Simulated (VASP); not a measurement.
Write the native input for VASP 6.6.1 that does the following.

```
Task                   : single point
Functional             : PBEsol
Potentials or basis    : VASP PAW PBE potentials, release 64 (S)
Cutoff                 : 520 eV
k mesh                 : 20 × 20 × 20
Occupations            : gaussian, width 0.15 eV
Spin                   : no spin polarisation
Dipole correction      : no
Further INCAR settings : ALGO = Normal; EDIFF = 1e-06; NBANDS = 9
```

The structure of S lies in POSCAR:

```
S
1.0
    0.0000000000      1.9943503440      1.9145763302
    1.9943503440      0.0000000000      1.9145763302
    1.9943503440      1.9943503440      0.0000000000
S
1
Direct
    0.0000000000      0.0000000000      0.0000000000
```

This cell differs from its parent crystal: strain -0.0400 x Voigt [0, 0, 1, 0, 0, 0].

One way to write it, as run:

INCAR

```
PREC = Accurate
ENCUT = 520
EDIFF = 1E-6
ISMEAR = 0
SIGMA = 0.15
LREAL = F
LASPH = T
NELM = 80
ALGO = Normal
ISIF = 2
LWAVE = F
LCHARG = F
GGA = PS
NBANDS = 9
```

KPOINTS

```
Automatic mesh
0
Gamma
  20 20 20
```

Potentials or basis: VASP PAW PBE potentials, release 64 (S).

Run with:

```console
$ cat potpaw_PBE.64/S/POTCAR > POTCAR
$ mpirun -np 1 vasp_std > vasp.out
```

It gave:

```yaml
Pressure: -1.8 GPa
Band_gap_on_the_k_mesh: zero (bands 3 and 4 overlap by 6.39 eV)
```

Caveat: the cell differs from its parent crystal (strain -0.0400 x Voigt [0, 0, 1, 0, 0, 0]); the PAW data sets were made with another functional, which shifts forces and pressure a little.

Run time: 25 s on 1 thread of Intel(R) Xeon(R) Platinum 8488C (Sapphire Rapids), on a shared host, peak memory 0.19 GiB.
